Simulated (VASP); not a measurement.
# B (Im-3m) in VASP: single point with LDA

Aim: the single point of B with LDA.

Everything below comes from runs of VASP 6.6.1. Logs are shortened: lines on timing, memory, paths and dates and some standing lists are left out, and cuts for length are marked.

## (1) The cell of the first run

It takes space group Im-3m (No. 229, cubic). The conventional cell has a = 2.282 Å, b = 2.282 Å, c = 2.282 Å, α = 90.00°, β = 90.00°, γ = 90.00°. B (site symmetry m-3m) has 14 B at 1.98 to 2.28 Å within 2.6 Å.

## (2) Single point, LDA

INCAR reads:

```
  PREC = Accurate
  ENCUT = 520
  EDIFF = 1E-6
  ISMEAR = -1
  SIGMA = 0.13605693000000002
  LREAL = False
  LASPH = True
  NELM = 60
  ALGO = Normal
  ISIF = 2
  LWAVE = False
  LCHARG = False
  GGA = CA
  NBANDS = 8
```

KPOINTS reads:

```
Automatic mesh
0
Gamma
  18 18 18
```

POSCAR reads:

```
B
1.0
   -1.1408217119      1.1408217119      1.1408217119
    1.1408217119     -1.1408217119      1.1408217119
    1.1408217119      1.1408217119     -1.1408217119
B
1
Direct
    0.0000000000      0.0000000000      0.0000000000
```

Potentials or basis: VASP PAW LDA potentials, release 64 (B).

The run is started by

```sh
$ cat potpaw_LDA.64/B/POTCAR > POTCAR
$ mpirun -np 1 vasp_std > vasp.out
```

OUTCAR:

```text
PREC = Accurate
   ENCUT = 520
   EDIFF = 1E-6
   ISMEAR = -1
   LREAL = False
   LASPH = True
   NELM = 60
   ISIF = 2
   GGA = CA

 ion  position               nearest neighbor table
   1  0.000  0.000  0.000-

  LATTYP: Found a body centered cubic cell.
 ALAT       =     2.2816434238

  Lattice vectors:

 A1 = (  -1.1408217119,   1.1408217119,   1.1408217119)
 A2 = (   1.1408217119,  -1.1408217119,   1.1408217119)
 A3 = (   1.1408217119,   1.1408217119,  -1.1408217119)

Analysis of symmetry for initial positions (statically):
=====================================================================
 Subroutine PRICEL returns:
 Original cell was already a primitive cell.

 Routine SETGRP: Setting up the symmetry group for a
 body centered cubic supercell.

 Subroutine GETGRP returns: Found 48 space group operations
 (whereof 48 operations were pure point group operations)
 out of a pool of 48 trial point group operations.

The static configuration has the point symmetry O_h .

Analysis of symmetry for dynamics (positions and initial velocities):
=====================================================================
 Subroutine PRICEL returns:
 Original cell was already a primitive cell.

 Routine SETGRP: Setting up the symmetry group for a
 body centered cubic supercell.

 Subroutine GETGRP returns: Found 48 space group operations
 (whereof 48 operations were pure point group operations)
 out of a pool of 48 trial point group operations.

The dynamic configuration has the point symmetry O_h .

 Subroutine INISYM returns: Found 48 space group operations
 (whereof 48 operations are pure point group operations),
 and found     1 'primitive' translations

----------------------------------------------------------------------------------------

                                     Primitive cell

  volume of cell :       5.9390

  direct lattice vectors                    reciprocal lattice vectors
    -1.140821712  1.140821712  1.140821712     0.000000000  0.438280579  0.438280579
     1.140821712 -1.140821712  1.140821712     0.438280579  0.000000000  0.438280579
     1.140821712  1.140821712 -1.140821712     0.438280579  0.438280579  0.000000000

  length of vectors
     1.975961167  1.975961167  1.975961167     0.619822338  0.619822338  0.619822338

  position of ions in fractional coordinates (direct lattice)
     0.000000000  0.000000000  0.000000000

  ion indices of the primitive-cell ions
   primitive index   ion index
                 1           1

----------------------------------------------------------------------------------------

 KPOINTS: Automatic mesh

Automatic generation of k-mesh.
 Grid dimensions read from file:
 generate k-points for:   18   18   18

 Generating k-lattice:

  Cartesian coordinates                     Fractional coordinates (reciprocal lattice)
     0.000000000  0.024348921  0.024348921     0.055555556  0.000000000  0.000000000
     0.024348921  0.000000000  0.024348921     0.000000000  0.055555556  0.000000000
     0.024348921  0.024348921  0.000000000     0.000000000  0.000000000  0.055555556

  Length of vectors
     0.034434574  0.034434574  0.034434574

  Shift w.r.t. Gamma in fractional coordinates (k-lattice)
     0.000000000  0.000000000  0.000000000

 Subroutine IBZKPT returns following result:
 ===========================================

 Found    195 irreducible k-points:

 Following reciprocal coordinates:
            Coordinates               Weight
  0.000000  0.000000  0.000000      1.000000
  0.055556  0.000000  0.000000     12.000000
  0.111111  0.000000  0.000000     12.000000
  0.166667  0.000000  0.000000     12.000000
  0.222222  0.000000  0.000000     12.000000
  0.277778  0.000000  0.000000     12.000000
[... 16 lines left out ...]
  0.333333  0.111111 -0.000000     48.000000
  0.388889  0.111111  0.000000     48.000000
 [... further k-points ...]
   k-points           NKPTS =    195   k-points in BZ     NKDIM =    195   number of bands    NBANDS=      8
   number of dos      NEDOS =    301   number of ions     NIONS =      1
   total plane-waves  NPLWV =   4096
   dimension x,y,z NGX =    16 NGY =   16 NGZ =   16
   dimension x,y,z NGXF=    32 NGYF=   32 NGZF=   32
   ions per type =               1
   NGX,Y,Z   is equivalent  to a cutoff of  13.46, 13.46, 13.46 a.u.
   NGXF,Y,Z  is equivalent  to a cutoff of  26.92, 26.92, 26.92 a.u.
 SYSTEM =  unknown system
   PREC   = accura    normal or accurate (medium, high low for compatibility)
   ISTART =      0    job   : 0-new  1-cont  2-samecut
   ICHARG =      2    charge: 1-file 2-atom 10-const
   ISPIN  =      1    spin polarized calculation?
   LNONCOLLINEAR =      F non collinear calculations
   LSORBIT =      F    spin-orbit coupling
   LASPH  =      T    aspherical Exc in radial PAW
   ENCUT  =  520.0 eV  38.22 Ry    6.18 a.u.   3.67  3.67  3.67*2*pi/ulx,y,z
   NELM   =     60;   NELMIN=  2; NELMDL= -5     # of ELM steps
   EDIFF  = 0.1E-05   stopping-criterion for ELM
   LREAL  =      F    real-space projection
   EDIFFG = 0.1E-04   stopping-criterion for IOM
   NSW    =      0    number of steps for IOM
   IBRION =     -1    ionic relax: 0-MD 1-quasi-New 2-CG
   NFREE  =      0    steps in history (QN), initial steepest desc. (CG)
   ISIF   =      2    stress and relaxation
   ISYM   =      2    0-nonsym 1-usesym 2-fastsym
   POTIM  = 0.5000    time-step for ionic-motion
   TEBEG  =    0.0;   TEEND  =   0.0 temperature during run
   PSTRESS=    0.0 pullay stress
   NELECT =       3.0000    total number of electrons
   NUPDOWN=      -1.0000    fix difference up-down
   EMIN   =  10.00;   EMAX   =-10.00  energy-range for DOS
   EFERMI =   0.00;   METHOD = LEGACY
   ISMEAR =    -1;   SIGMA  =   0.14  broadening in eV -4-tet -1-fermi 0-gaus
   EFERMI_NEDOS =   21; number of points for ismear=-14 and -15
   IALGO  =     38    algorithm
   IMIX   =      4    mixing-type and parameters
     AMIX     =   0.40;   BMIX     =  1.00
     AMIX_MAG =   1.60;   BMIX_MAG =  1.00
  volume/ion in A,a.u.               =       5.94        40.08
  Fermi-wavevector in a.u.,A,eV,Ry     =   1.303799  2.463824 23.128450  1.699893
  Thomas-Fermi vector in A             =   2.434778
   LORBIT       =      0    0 simple, 1 ext, 2 COOP (PROOUT), +10 PAW based schemes
   GGA     = CA    functional components
   LHFCALC =     F    Hartree Fock is set to
   AEXX    =    0.0000 exact exchange contribution
   IVDW    =     0    specifies the selected vdW correction
   LEPSILON=     F    determine dielectric tensor
   LRPA    =     F    only Hartree local field effects (RPA)
 non-spin polarized calculation
  energy-cutoff  :      520.00
  volume of cell :        5.94
 maximum number of plane-waves:       168
   NGX =  7   NGY =  7   NGZ =  7

 number of electron       3.0000000 magnetization

 Free energy of the ion-electron system (eV)
  ---------------------------------------------------
  ext. energy  EPLUGINS =         0.00000000
  ---------------------------------------------------
  free energy    TOTEN  =        -5.74678252 eV

  energy without entropy =       -5.73354100  energy(sigma->0) =       -5.74016176

 E-fermi :  10.6015     XC(G=0): -13.0062

 val. band max:       10.5059098110   @ k =  -0.4444   0.5000   0.3889
 cond. band min:      10.6147773864   @ k =   0.5000   0.5000   0.4444
 fundamental gap:      0.1088675754
 Fermi energy:        10.6014561410

 k-point     1 :       0.0000    0.0000    0.0000
  band No.  band energies     occupation
      1      -8.2860      2.00000
      2      26.2892      0.00000
      3      26.2892      0.00000
      4      26.2892      0.00000
      5      45.1534      0.00000
      6      45.1534      0.00000
      7      45.1534      0.00000
      8      49.0491      0.00000

 k-point     2 :       0.0556    0.0000    0.0000
  band No.  band energies     occupation
      1      -8.1452      2.00000
      2      25.8366      0.00000
      3      25.9408      0.00000
      4      26.2031      0.00000
      5      43.7488      0.00000
      6      43.8505      0.00000
      7      45.8374      0.00000
      8      47.4230      0.00000

 k-point     3 :       0.1111    0.0000    0.0000
  band No.  band energies     occupation
      1      -7.7231      2.00000
      2      24.4573      0.00000
      3      25.0371      0.00000
      4      25.9528      0.00000
      5      40.9107      0.00000
      6      41.6239      0.00000
      7      46.5750      0.00000
      8      47.7496      0.00000

 k-point     4 :       0.1667    0.0000    0.0000
  band No.  band energies     occupation
      1      -7.0204      2.00000
      2      22.1953      0.00000
      3      23.8581      0.00000
      4      25.5621      0.00000
      5      38.7928      0.00000
      6      39.4806      0.00000
      7      45.9581      0.00000
      8      49.2820      0.00000

 k-point     5 :       0.2222    0.0000    0.0000
  band No.  band energies     occupation
      1      -6.0394      2.00000
      2      19.2992      0.00000
      3      22.6381      0.00000
      4      25.0773      0.00000
      5      37.5722      0.00000
      6      37.6080      0.00000
      7      45.9481      0.00000
      8      51.1362      0.00000
[... 177 lines left out ...]
 k-point    22 :       0.2778    0.1111    0.0000
  band No.  band energies     occupation
      1      -2.8498      2.00000
      2      13.2012      0.00000
      3      18.9152      0.00000
      4      22.6958      0.00000
      5      36.8218      0.00000
      6      37.4758      0.00000
      7      47.5521      0.00000
      8      54.3559      0.00000

 k-point    23 :       0.3333    0.1111   -0.0000
  band No.  band energies     occupation
      1      -1.1205      2.00000
      2      10.2006      1.90019
      3      18.2545      0.00000
      4      22.2046      0.00000
      5      36.3263      0.00000
      6      37.7440      0.00000
      7      48.6216      0.00000
      8      52.9642      0.00000

 k-point    24 :       0.3889    0.1111    0.0000
  band No.  band energies     occupation
      1       0.6614      2.00000
      2       7.6275      2.00000
      3      17.8517      0.00000
      4      21.8933      0.00000
      5      36.0066      0.00000
      6      38.0159      0.00000
      7      49.7367      0.00000
      8      51.7624      0.00000

 [... further k-points ...]
[... 5 lines left out ...]
  --------------------------------------------------------------------------------------
  -------------------------------------------------------------------------------------
  Total        0.0070515      0.0070515      0.0070515      0.0000000      0.0000000      0.0000000
  in kB        1.9022917      1.9022917      1.9022917      0.0000000      0.0000000      0.0000000
  external PRESSURE =       1.9022917 kB  Pullay stress =       0.0000000 kB

 VOLUME and BASIS-vectors are now :
 -----------------------------------------------------------------------------
  energy-cutoff  :      520.00
  volume of cell :        5.94
      direct lattice vectors                 reciprocal lattice vectors
    -1.140821712  1.140821712  1.140821712     0.000000000  0.438280579  0.438280579
     1.140821712 -1.140821712  1.140821712     0.438280579  0.000000000  0.438280579
     1.140821712  1.140821712 -1.140821712     0.438280579  0.438280579  0.000000000

 POSITION                                       TOTAL-FORCE (eV/Angst)
 -----------------------------------------------------------------------------------
      0.00000      0.00000      0.00000         0.000000     -0.000000     -0.000000
 -----------------------------------------------------------------------------------
    total drift:                               -0.000000     -0.000000      0.000000

  FREE ENERGIE OF THE ION-ELECTRON SYSTEM (eV)
  ---------------------------------------------------
  free  energy   TOTEN  =        -5.7467825230 eV

  energy  without entropy=       -5.7335410028  energy(sigma->0) =       -5.74016176
```

Wall time 4.2 s (1 thread of Intel Xeon 8259CL, shared host); peak memory 0.11 GiB.

What came out:

```
Free energy : -5.7468 eV
Pressure    : 0.2 GPa
```
